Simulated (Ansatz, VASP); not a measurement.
Two plane-wave programs on Be

POSCAR

```
Be
1.0
    0.0000000000      1.6207906275      1.6207906275
    1.6207906275      0.0000000000      1.6207906275
    1.6207906275      1.6207906275      0.0000000000
Be
1
Direct
    0.0000000000      0.0000000000      0.0000000000
```

Contents of INCAR.step1:

```
PREC = Accurate ; ENCUT = 520
ISMEAR = -1 ; SIGMA = 0.1
LREAL = F ; LASPH = T
NELM = 60 ; NBANDS = 7
GGA = PE ; ALGO = Normal
EDIFF = 1E-4 ; LWAVE = T
LCHARG = F
```

Contents of INCAR.step2:

```
PREC = Accurate ; ENCUT = 520
EDIFF = 1E-6 ; ISMEAR = -1
SIGMA = 0.1 ; LREAL = F
LASPH = T ; NELM = 60
ALGO = Normal ; ISIF = 2
LWAVE = F ; LCHARG = F
METAGGA = R2SCAN ; LMIXTAU = T
NBANDS = 7 ; ISTART = 1
```

The input KPOINTS:

```
Automatic mesh
0
Gamma
  19 19 19
```

Input for Ansatz:

```yaml
crystal:
  lattice:
    - [0.0, 1.6207906275, 1.6207906275]
    - [1.6207906275, 0.0, 1.6207906275]
    - [1.6207906275, 1.6207906275, 0.0]
  atoms:
    - { symbol: Be, position: [0.0, 0.0, 0.0] }
hamiltonian:
  xc: r2scan
  pseudopotentials:
    kind: paw
    azcp:
      Be: "pseudopotentials/Be.paw.azcp"
basis:
  ecutwfc: 500
  fft_grid_basis: typed
kpoints:
  mp_grid: { grid: [19, 19, 19], shift: [0, 0, 0] }
magnetization:
  spin_polarized: false
scf:
  occupations: { method: fermi_dirac, width: 0.1 }
  lower_state_search: "off"
output:
  stress: true
```

Alike in both runs: task single point; functional r2SCAN; k mesh 19 × 19 × 19; occupations fermi-dirac, width 0.1 eV; no spin polarisation.

|  | VASP | Ansatz |
| --- | --- | --- |
| version | VASP 6.6.1 | Ansatz 0.2.0 |
| potentials or method | VASP PAW PBE potentials, release 64 (Be), cutoff 520 eV | plane waves (500 eV) with PAW, scalar-relativistic |
| valence electrons in the cell | 2 | 2 |

```tsv
	VASP	Ansatz	Ansatz less VASP
pressure (GPa)	-8.1	-8.2	-0.10
```

VASP's potentials were made for PBE, not for r2SCAN.
